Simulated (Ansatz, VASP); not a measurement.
La: VASP beside Ansatz

The input INCAR:

```
SYSTEM = La
PREC = Accurate
ENCUT = 520
EDIFF = 1E-6
ISMEAR = -1
SIGMA = 0.1
LREAL = .False.
LASPH = .True.
NELM = 60
ALGO = Normal
ISIF = 2
LWAVE = .False.
LCHARG = .False.
GGA = RP
NBANDS = 12
```

Contents of KPOINTS:

```
regular mesh
0
Gamma
  11 11 11
  0 0 0
```

The input POSCAR:

```
La
1.0
    0.0000000000      2.6963037941      2.6963037941
    2.6963037941      0.0000000000      2.6963037941
    2.6963037941      2.6963037941      0.0000000000
La
1
Direct
    0.0000000000      0.0000000000      0.0000000000
```

Input for Ansatz:

```yaml
crystal:
  lattice:
    - [0.0, 2.6963037941, 2.6963037941]
    - [2.6963037941, 0.0, 2.6963037941]
    - [2.6963037941, 2.6963037941, 0.0]
  atoms:
    - { symbol: La, position: [0.0, 0.0, 0.0] }
hamiltonian:
  xc: rpbe
  pseudopotentials:
    kind: paw
    azcp:
      La: "pseudopotentials/La.paw.azcp"
basis:
  ecutwfc: 420
  fft_grid_basis: typed
kpoints:
  mp_grid: { grid: [11, 11, 11], shift: [0, 0, 0] }
magnetization:
  spin_polarized: false
scf:
  occupations: { method: fermi_dirac, width: 0.1 }
  lower_state_search: "off"
output:
  stress: true
```

Alike in both runs: task single point; functional RPBE; k mesh 11 × 11 × 11; occupations fermi-dirac, width 0.1 eV; no spin polarisation.

```csv
,VASP,Ansatz
version,VASP 6.6.1,Ansatz 0.2.0
potentials or method,"VASP PAW PBE potentials, release 64 (La), cutoff 520 eV","plane waves (420 eV) with PAW, scalar-relativistic"
valence electrons in the cell,11,11
```

```tsv
	VASP	Ansatz	Ansatz less VASP
pressure (GPa)	-0.1	-0.1	-0.04
```

VASP's potentials were made for PBE, not for RPBE.

Spin-orbit coupling is off throughout.
